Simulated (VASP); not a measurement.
Set up this calculation in VASP 6.6.1, as the native input.

```yaml
Task: relaxation of cell and atoms
Functional: BLYP
Dispersion: D3(BJ)
Potentials_or_basis: VASP PAW PBE potentials, release 64 (Sn_d)
Cutoff: 600 eV
k_mesh: 9 × 9 × 9
Occupations: fermi-dirac, width 0.05 eV
Spin: no spin polarisation
Dipole_correction: no
Further_INCAR_settings: ALGO = Normal; EDIFF = 1e-07; IBRION = 2; EDIFFG = -0.02; NSW = 80; ISIF = 3
```

The structure of Sn lies in POSCAR:

```
Sn
1.0
   -2.9401404553      2.9401404553      1.5993019889
    2.9401404553     -2.9401404553      1.5993019889
    2.9401404553      2.9401404553     -1.5993019889
Sn
2
Direct
    0.0000000000      0.0000000000      0.0000000000
    0.7500000000      0.2500000000      0.5000000000
```

These files were run (other wordings do the same):

INCAR

```
PREC = Accurate
ENCUT = 600
EDIFF = 1E-7
ISMEAR = -1
SIGMA = 0.05
LREAL = False
LASPH = True
NELM = 60
ALGO = Normal
ISIF = 3
LWAVE = False
LCHARG = False
GGA = B5
ALDAX = 1.0
AGGAX = 1.0
AGGAC = 1.0
ALDAC = 0.0
IVDW = 12
VDW_S6 = 1.0
VDW_S8 = 2.6996
VDW_A1 = 0.4298
VDW_A2 = 4.2359
IBRION = 2
NSW = 80
EDIFFG = -0.02
```

KPOINTS

```
regular mesh
0
Gamma
  9 9 9
```

Potentials or basis: VASP PAW PBE potentials, release 64 (Sn_d).

The run is started by

```console
$ cat potpaw_PBE.64/Sn_d/POTCAR > POTCAR
$ mpirun -np 1 vasp_std > vasp.out
```

It gave:

| Quantity | Value |
| --- | --- |
| Relaxed volume | 27.95 Å³/atom |
| Relaxed cell | a = 4.473 Å, b = 4.473 Å, c = 4.473 Å, α = 97.37°, β = 97.37°, γ = 138.03° |
| Space group after relaxing (to 0.1 Å) | I4_1/amd (No. 141) |
| Energy gained by relaxing | 0.6 meV/atom |
| Ionic steps | 3 |
| Pressure after relaxing | 0.0 GPa |
| Band gap on the k mesh | zero (bands 14 and 15 overlap by 3.80 eV) |
| Dispersion energy per atom | -0.907 eV |

Caveat: the PAW data sets were made with another functional, which shifts forces and pressure a little; spin-orbit coupling is left out, which moves the levels of the heavy elements.

It took 5.9 min on 1 thread of Intel Xeon 8259CL (shared host), peak memory 0.27 GiB.
